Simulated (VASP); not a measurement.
Set up this calculation in VASP 6.6.1, as the native input.

| Quantity | Value |
| --- | --- |
| Task | single point |
| Functional | PBEsol |
| Potentials or basis | VASP PAW PBE potentials, release 64 (Zr_sv, C) |
| Cutoff | 520 eV |
| k mesh | 18 × 18 × 18 |
| Occupations | gaussian, width 0.15 eV |
| Spin | no spin polarisation |
| Dipole correction | no |
| Further INCAR settings | ALGO = Normal; EDIFF = 1e-06; NBANDS = 15 |

The structure of ZrC lies in POSCAR:

```
ZrC
1.0
    0.0000000000      2.3502100000      2.3854631500
    2.3502100000      0.0000000000      2.3854631500
    2.3502100000      2.3502100000      0.0000000000
Zr C
1 1
Direct
    0.5000000000      0.5000000000      0.5000000000
    0.0000000000      0.0000000000      0.0000000000
```

This cell differs from its parent crystal: strain +0.000 along x and y, +0.015 along z.

The input as run:

INCAR

```
SYSTEM = ZrC
PREC = Accurate ; ENCUT = 520
EDIFF = 1E-6 ; ISMEAR = 0
SIGMA = 0.15 ; LREAL = .FALSE.
LASPH = .TRUE. ; NELM = 100
ALGO = Normal ; ISIF = 2
LWAVE = .FALSE. ; LCHARG = .FALSE.
GGA = PS ; NBANDS = 15
```

KPOINTS

```
regular mesh
0
G
  18 18 18
  0 0 0
```

Potentials or basis: VASP PAW PBE potentials, release 64 (Zr_sv, C).

Run with:

```bash
$ cat potpaw_PBE.64/Zr_sv/POTCAR potpaw_PBE.64/C/POTCAR > POTCAR
$ mpirun -np 1 vasp_std > vasp.out
```

Results of the run:

```
Pressure               : -7.3 GPa
Band gap on the k mesh : zero (band 8 reaches 10.29 eV, above the bottom of band 9 at 8.95 eV)
```

Caveat: the cell differs from its parent crystal (strain +0.000 along x and y, +0.015 along z); the PAW data sets were made with another functional, which shifts forces and pressure a little.

Wall time 90 s on 1 thread of Intel(R) Xeon(R) 6975P-C (Granite Rapids), on a shared host, peak memory 0.3 GiB.
